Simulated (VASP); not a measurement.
# Pb (Pm-3m) in VASP: single point with PBEsol

Aim: the single point of Pb with PBEsol.

Program: VASP 6.6.1. These are calculated values, not measurements. Logs are shortened: lines on timing, memory, paths and dates and some standing lists are left out, and cuts for length are marked.

**1. The cell of the first run**

It takes space group Pm-3m (No. 221, cubic). Conventional cell: a = 3.112 Å, b = 3.112 Å, c = 3.112 Å, α = 90.00°, β = 90.00°, γ = 90.00°. Pb (site symmetry m-3m) has 6 Pb at 3.11 Å within 4.1 Å.

This isn't the form of Pb at room conditions, which is fcc.

**2. Single point, PBEsol**

Input file INCAR:

```
SYSTEM = Pb
PREC = Accurate ; ENCUT = 520
EDIFF = 1E-6 ; ISMEAR = 0
SIGMA = 0.15 ; LREAL = .False.
LASPH = .True. ; NELM = 60
ALGO = Normal ; ISIF = 2
LWAVE = .False. ; LCHARG = .False.
GGA = PS ; NBANDS = 13
```

Input file KPOINTS:

```
regular mesh
0
Gamma
  18 18 18
  0 0 0
```

Input file POSCAR:

```
Pb
1.0
   -1.0372510030      2.0745020060      2.0745020060
    2.0745020060     -1.0372510030      2.0745020060
    2.0745020060      2.0745020060     -1.0372510030
Pb
1
Direct
    0.0000000000      0.0000000000      0.0000000000
```

Potentials or basis: VASP PAW PBE potentials, release 64 (Pb_d).

Run with:

```console
> cat potpaw_PBE.64/Pb_d/POTCAR > POTCAR
> mpirun -np 1 vasp_std > vasp.out
```

OUTCAR:

```text
SYSTEM = Pb
   PREC = Accurate
   ENCUT = 520
   EDIFF = 1E-6
   ISMEAR = 0
   LREAL = .False.
   LASPH = .True.
   NELM = 60
   ISIF = 2
   GGA = PS

 ion  position               nearest neighbor table
   1  0.000  0.000  0.000-

  LATTYP: Found a simple cubic cell.
 ALAT       =     3.1117530090

  Lattice vectors:

 A1 = (  -1.0372510030,   2.0745020060,   2.0745020060)
 A2 = (   2.0745020060,  -1.0372510030,   2.0745020060)
 A3 = (   2.0745020060,   2.0745020060,  -1.0372510030)

Analysis of symmetry for initial positions (statically):
=====================================================================
 Subroutine PRICEL returns:
 Original cell was already a primitive cell.

 Routine SETGRP: Setting up the symmetry group for a
 simple cubic supercell.

 Subroutine GETGRP returns: Found 48 space group operations
 (whereof 48 operations were pure point group operations)
 out of a pool of 48 trial point group operations.

The static configuration has the point symmetry O_h .

Analysis of symmetry for dynamics (positions and initial velocities):
=====================================================================
 Subroutine PRICEL returns:
 Original cell was already a primitive cell.

 Routine SETGRP: Setting up the symmetry group for a
 simple cubic supercell.

 Subroutine GETGRP returns: Found 48 space group operations
 (whereof 48 operations were pure point group operations)
 out of a pool of 48 trial point group operations.

The dynamic configuration has the point symmetry O_h .

 Subroutine INISYM returns: Found 48 space group operations
 (whereof 48 operations are pure point group operations),
 and found     1 'primitive' translations

----------------------------------------------------------------------------------------

                                     Primitive cell

  volume of cell :      30.1311

  direct lattice vectors                    reciprocal lattice vectors
    -1.037251003  2.074502006  2.074502006    -0.107120756  0.214241511  0.214241511
     2.074502006 -1.037251003  2.074502006     0.214241511 -0.107120756  0.214241511
     2.074502006  2.074502006 -1.037251003     0.214241511  0.214241511 -0.107120756

  length of vectors
     3.111753009  3.111753009  3.111753009     0.321362267  0.321362267  0.321362267

  position of ions in fractional coordinates (direct lattice)
     0.000000000  0.000000000  0.000000000

  ion indices of the primitive-cell ions
   primitive index   ion index
                 1           1

----------------------------------------------------------------------------------------

 KPOINTS: regular mesh

Automatic generation of k-mesh.
 Grid dimensions read from file:
 generate k-points for:   18   18   18

 Generating k-lattice:

  Cartesian coordinates                     Fractional coordinates (reciprocal lattice)
    -0.005951153  0.011902306  0.011902306     0.055555556  0.000000000  0.000000000
     0.011902306 -0.005951153  0.011902306     0.000000000  0.055555556  0.000000000
     0.011902306  0.011902306 -0.005951153     0.000000000  0.000000000  0.055555556

  Length of vectors
     0.017853459  0.017853459  0.017853459

  Shift w.r.t. Gamma in fractional coordinates (k-lattice)
     0.000000000  0.000000000  0.000000000

 Subroutine IBZKPT returns following result:
 ===========================================

 Found    220 irreducible k-points:

 Following reciprocal coordinates:
            Coordinates               Weight
  0.000000  0.000000  0.000000      1.000000
  0.055556  0.000000  0.000000      6.000000
  0.111111  0.000000  0.000000      6.000000
  0.166667  0.000000  0.000000      6.000000
  0.222222  0.000000  0.000000      6.000000
  0.277778  0.000000  0.000000      6.000000
[... 16 lines left out ...]
  0.277778  0.111111  0.000000     24.000000
  0.333333  0.111111  0.000000     24.000000
 [... further k-points ...]
   k-points           NKPTS =    220   k-points in BZ     NKDIM =    220   number of bands    NBANDS=     13
   number of dos      NEDOS =    301   number of ions     NIONS =      1
   total plane-waves  NPLWV =  13824
   dimension x,y,z NGX =    24 NGY =   24 NGZ =   24
   dimension x,y,z NGXF=    48 NGYF=   48 NGZF=   48
   ions per type =               1
   NGX,Y,Z   is equivalent  to a cutoff of  12.82, 12.82, 12.82 a.u.
   NGXF,Y,Z  is equivalent  to a cutoff of  25.64, 25.64, 25.64 a.u.
 SYSTEM =  Pb
   PREC   = accura    normal or accurate (medium, high low for compatibility)
   ISTART =      0    job   : 0-new  1-cont  2-samecut
   ICHARG =      2    charge: 1-file 2-atom 10-const
   ISPIN  =      1    spin polarized calculation?
   LNONCOLLINEAR =      F non collinear calculations
   LSORBIT =      F    spin-orbit coupling
   LASPH  =      T    aspherical Exc in radial PAW
   ENCUT  =  520.0 eV  38.22 Ry    6.18 a.u.   5.79  5.79  5.79*2*pi/ulx,y,z
   NELM   =     60;   NELMIN=  2; NELMDL= -5     # of ELM steps
   EDIFF  = 0.1E-05   stopping-criterion for ELM
   LREAL  =      F    real-space projection
[... 7 lines left out ...]
   TEBEG  =    0.0;   TEEND  =   0.0 temperature during run
   PSTRESS=    0.0 pullay stress
   NELECT =      14.0000    total number of electrons
   NUPDOWN=      -1.0000    fix difference up-down
   EMIN   =  10.00;   EMAX   =-10.00  energy-range for DOS
   EFERMI =   0.00;   METHOD = LEGACY
   ISMEAR =     0;   SIGMA  =   0.15  broadening in eV -4-tet -1-fermi 0-gaus
   EFERMI_NEDOS =   21; number of points for ismear=-14 and -15
   IALGO  =     38    algorithm
   IMIX   =      4    mixing-type and parameters
     AMIX     =   0.40;   BMIX     =  1.00
     AMIX_MAG =   1.60;   BMIX_MAG =  1.00
  volume/ion in A,a.u.               =      30.13       203.33
  Fermi-wavevector in a.u.,A,eV,Ry     =   1.267980  2.396135 21.875082  1.607773
  Thomas-Fermi vector in A             =   2.401099
   LORBIT       =      0    0 simple, 1 ext, 2 COOP (PROOUT), +10 PAW based schemes
   GGA     = PS    functional components
   LHFCALC =     F    Hartree Fock is set to
   AEXX    =    0.0000 exact exchange contribution
   IVDW    =     0    specifies the selected vdW correction
   LEPSILON=     F    determine dielectric tensor
   LRPA    =     F    only Hartree local field effects (RPA)
 non-spin polarized calculation
 Gauss-broadening in eV      SIGMA  =   0.15
  energy-cutoff  :      520.00
  volume of cell :       30.13
 maximum number of plane-waves:       840
 NGX is ok and might be reduce to    24
   NGX = 11   NGY = 11   NGZ = 11

 number of electron      13.9999994 magnetization

 Free energy of the ion-electron system (eV)
  ---------------------------------------------------
  ext. energy  EPLUGINS =         0.00000000
  ---------------------------------------------------
  free energy    TOTEN  =        -3.78402534 eV

  energy without entropy =       -3.77806292  energy(sigma->0) =       -3.78104413

 E-fermi :   6.9578     XC(G=0): -10.2753

 val. band max:        6.9553425474   @ k =   0.4444   0.4444   0.3889
 cond. band min:       6.9638972384   @ k =   0.3333   0.2778   0.2778
 fundamental gap:      0.0085546909
 Fermi energy:         6.9577700238

 k-point     1 :       0.0000    0.0000    0.0000
  band No.  band energies     occupation
      1     -10.4084      2.00000
      2     -10.4084      2.00000
      3      -9.6145      2.00000
      4      -9.6145      2.00000
      5      -9.6145      2.00000
      6      -5.0172      2.00000
      7      12.2728      0.00000
      8      12.2728      0.00000
      9      12.2728      0.00000
     10      15.5102      0.00000
     11      16.8599      0.00000
     12      16.8599      0.00000
     13      25.5647      0.00000

 k-point     2 :       0.0556    0.0000    0.0000
  band No.  band energies     occupation
      1     -10.4071      2.00000
      2     -10.3911      2.00000
      3      -9.6211      2.00000
      4      -9.6211      2.00000
      5      -9.6139      2.00000
      6      -4.9684      2.00000
      7      11.5855      0.00000
      8      12.3315      0.00000
      9      12.3315      0.00000
     10      15.7830      0.00000
     11      16.8799      0.00000
     12      17.3677      0.00000
     13      25.3332      0.00000

 k-point     3 :       0.1111    0.0000    0.0000
  band No.  band energies     occupation
      1     -10.4032      2.00000
      2     -10.3413      2.00000
      3      -9.6403      2.00000
      4      -9.6403      2.00000
      5      -9.6124      2.00000
      6      -4.8214      2.00000
      7      10.2238      0.00000
      8      12.5047      0.00000
      9      12.5047      0.00000
     10      16.0412      0.00000
     11      16.9402      0.00000
     12      18.7514      0.00000
     13      24.5737      0.00000
[... 305 lines left out ...]
 k-point    23 :       0.2778    0.1111    0.0000
  band No.  band energies     occupation
      1     -10.3345      2.00000
      2     -10.0468      2.00000
      3      -9.7763      2.00000
      4      -9.7399      2.00000
      5      -9.6289      2.00000
      6      -3.6086      2.00000
      7       6.0711      2.00000
      8      11.4727      0.00000
      9      13.8350      0.00000
     10      17.1777      0.00000
     11      18.4985      0.00000
     12      20.8928      0.00000
     13      22.4595      0.00000

 k-point    24 :       0.3333    0.1111    0.0000
  band No.  band energies     occupation
      1     -10.3266      2.00000
      2      -9.9570      2.00000
      3      -9.8133      2.00000
      4      -9.7747      2.00000
      5      -9.6257      2.00000
      6      -3.1051      2.00000
      7       4.7970      2.00000
      8      11.9474      0.00000
      9      14.3091      0.00000
     10      17.4463      0.00000
     11      17.8647      0.00000
     12      20.9803      0.00000
     13      21.5919      0.00000

 [... further k-points ...]

------------------------ aborting loop because EDIFF is reached ----------------------------------------

  FORCE on cell =-STRESS in cart. coord.  units (eV):
  Direction    XX          YY          ZZ          XY          YZ          ZX
  --------------------------------------------------------------------------------------
  -------------------------------------------------------------------------------------
  Total        0.6295014      0.6295014      0.6295014      0.0000000      0.0000000      0.0000000
  in kB       33.4727893     33.4727893     33.4727893      0.0000000      0.0000000      0.0000000
  external PRESSURE =      33.4727893 kB  Pullay stress =       0.0000000 kB

 VOLUME and BASIS-vectors are now :
 -----------------------------------------------------------------------------
  energy-cutoff  :      520.00
  volume of cell :       30.13
      direct lattice vectors                 reciprocal lattice vectors
    -1.037251003  2.074502006  2.074502006    -0.107120756  0.214241511  0.214241511
     2.074502006 -1.037251003  2.074502006     0.214241511 -0.107120756  0.214241511
     2.074502006  2.074502006 -1.037251003     0.214241511  0.214241511 -0.107120756

 POSITION                                       TOTAL-FORCE (eV/Angst)
 -----------------------------------------------------------------------------------
      0.00000      0.00000      0.00000         0.000000      0.000000      0.000000
 -----------------------------------------------------------------------------------
    total drift:                                0.000000      0.000000      0.000000

  FREE ENERGIE OF THE ION-ELECTRON SYSTEM (eV)
  ---------------------------------------------------
  free  energy   TOTEN  =        -3.7840253387 eV

  energy  without entropy=       -3.7780629203  energy(sigma->0) =       -3.78104413
```

It took 40 s on 1 thread of Intel Xeon Platinum 8488C (Sapphire Rapids), shared host; peak memory 0.2 GiB.

What came out:

* Free energy: -3.7840 eV
* Pressure: 3.3 GPa
* Band gap on the k mesh: zero (bands 7 and 8 overlap by 7.44 eV)

Caveat: the cell stands under pressure; the PAW data sets were made with another functional, which shifts forces and pressure a little; spin-orbit coupling is left out, which moves the levels of the heavy elements.
